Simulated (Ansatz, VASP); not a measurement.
## One calculation of MoS2, two programs

Contents of INCAR:

```
SYSTEM = MoS2
PREC = Accurate ; ENCUT = 520
EDIFF = 1E-6 ; ISMEAR = 0
SIGMA = 0.05 ; LREAL = .FALSE.
LASPH = .TRUE. ; NELM = 80
ALGO = Normal ; ISIF = 2
LWAVE = .FALSE. ; LCHARG = .FALSE.
LDIPOL = .TRUE. ; IDIPOL = 3
DIPOL = 0.5 0.5 0.500 ; GGA = PE
IVDW = 12 ; IBRION = 2
NSW = 60 ; EDIFFG = -0.04
```

Contents of KPOINTS:

```
regular mesh
0
G
  9 9 1
  0 0 0
```

Contents of POSCAR:

```
MoS2
1.0
    3.1546411924      0.0000000000      0.0000000000
   -1.5773205962      2.7319994124      0.0000000000
    0.0000000000      0.0000000000     23.1355340030
S Mo
2 1
Direct
    0.3333333333      0.6666666667      0.4322355386
    0.3333333333      0.6666666667      0.5677644614
    0.0000000000      0.0000000000      0.5000000003
```

Input for Ansatz:

```yaml
crystal:
  lattice:
    - [3.1546411924, 0.0, 0.0]
    - [-1.5773205962, 2.7319994124, 0.0]
    - [0.0, 0.0, 23.135534003]
  atoms:
    - { symbol: S, position: [0.3333333333, 0.6666666667, 0.4322355386] }
    - { symbol: Mo, position: [0.0, 0.0, 0.5000000003] }
    - { symbol: S, position: [0.3333333333, 0.6666666667, 0.5677644614] }
basis:
  ecutwfc: 420
  fft_grid_basis: typed
kpoints:
  mp_grid: { grid: [9, 9, 1] }
hamiltonian:
  xc: pbe
  dispersion: d3bj
scf:
  occupations: { method: gaussian, width: 0.05 }
output:
  forces: true
  eigenvalues: true
efield:
  axis: 3
  dipole_correction: true
  ramp_width: 0.04
relax:
  adjacent_minimum: "off"
  f_tol: 0.04
  max_steps: 40
```

Alike in both runs: task relaxation of the atoms; functional PBE; dispersion D3(BJ); k mesh 9 × 9 × 1; occupations gaussian, width 0.05 eV; no spin polarisation.

|  | VASP | Ansatz |
| --- | --- | --- |
| version | VASP 6.6.1 | Ansatz 0.2.0 |
| potentials or method | VASP PAW PBE potentials, release 64 (S, Mo_sv), cutoff 520 eV | scalar-relativistic, plane waves, PAW |
| valence electrons in the cell | 26 | 26 |

```tsv
	VASP	Ansatz	Ansatz less VASP
gap on the k mesh at the Fermi level, each at its own relaxed structure (eV)	1.78	1.78	-0.004
```

Noted on VASP's run: the relaxation stopped at its first step, so nothing moved.
